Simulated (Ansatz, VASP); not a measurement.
# Two plane-wave programs on BeS4

The input INCAR:

```
  PREC = Accurate
  ENCUT = 600
  EDIFF = 1E-7
  ISMEAR = 0
  SIGMA = 0.1
  LREAL = False
  LASPH = True
  NELM = 100
  ALGO = Normal
  ISIF = 3
  LWAVE = False
  LCHARG = False
  GGA = PE
  IBRION = 2
  NSW = 100
  EDIFFG = -0.01
```

Contents of KPOINTS:

```
Automatic mesh
0
Gamma
  12 12 8
```

File POSCAR:

```
BeS4
1.0
    5.0924256513      0.0000000000      0.0000000000
   -2.5462128257      4.4101699809      0.0000000000
    0.0000000000      0.0000000000      4.9074409893
Be S
1 4
Direct
    0.0000000000      0.0000000000      0.0000000000
    0.3333333333      0.6666666667      0.6955791942
    0.3333333333      0.6666666667      0.3044208058
    0.6666666667      0.3333333333      0.3044208058
    0.6666666667      0.3333333333      0.6955791942
```

Input for Ansatz:

```yaml
crystal:
  lattice:
    - [5.0924256513, 0.0, 0.0]
    - [-2.5462128257, 4.4101699809, 0.0]
    - [0.0, 0.0, 4.9074409893]
  atoms:
    - { symbol: Be, position: [0.0, 0.0, 0.0] }
    - { symbol: S, position: [0.3333333333, 0.6666666667, 0.6955791942] }
    - { symbol: S, position: [0.3333333333, 0.6666666667, 0.3044208058] }
    - { symbol: S, position: [0.6666666667, 0.3333333333, 0.3044208058] }
    - { symbol: S, position: [0.6666666667, 0.3333333333, 0.6955791942] }
basis:
  ecutwfc: 420
kpoints:
  mp_grid: { grid: [12, 12, 8] }
hamiltonian:
  xc: pbe
scf:
  occupations: { method: gaussian, width: 0.1 }
output:
  forces: true
  stress: true
  eigenvalues: true
  write_density: true
  write_potential: true
  elf: true
  volumetric_format: npy
relax:
  adjacent_minimum: "off"
  f_tol: 0.01
  max_steps: 80
  cell: { stress_tol: 0.05 }
```

Alike in both runs: task relaxation of cell and atoms; functional PBE; k mesh 12 × 12 × 8; occupations gaussian, width 0.1 eV; no spin polarisation.

```csv
,VASP,Ansatz
version,VASP 6.6.1,Ansatz 0.2.0
potentials or method,"VASP PAW PBE potentials, release 64 (Be, S), cutoff 600 eV","scalar-relativistic, plane waves, PAW"
valence electrons in the cell,26,26
```

|  | VASP | Ansatz | Ansatz less VASP |
| --- | --- | --- | --- |
| gap on the k mesh at the Fermi level, each at its own relaxed structure (eV) | none | none | - |
| relaxed volume (Å³/atom) | 22.02 | 22.06 | +0.038 |
| relaxed cell length with the largest relative difference (Å) | 4.902 | 4.905 | +0.0029 |

A gap of «none» marks a metal or a gap that the smearing closes.
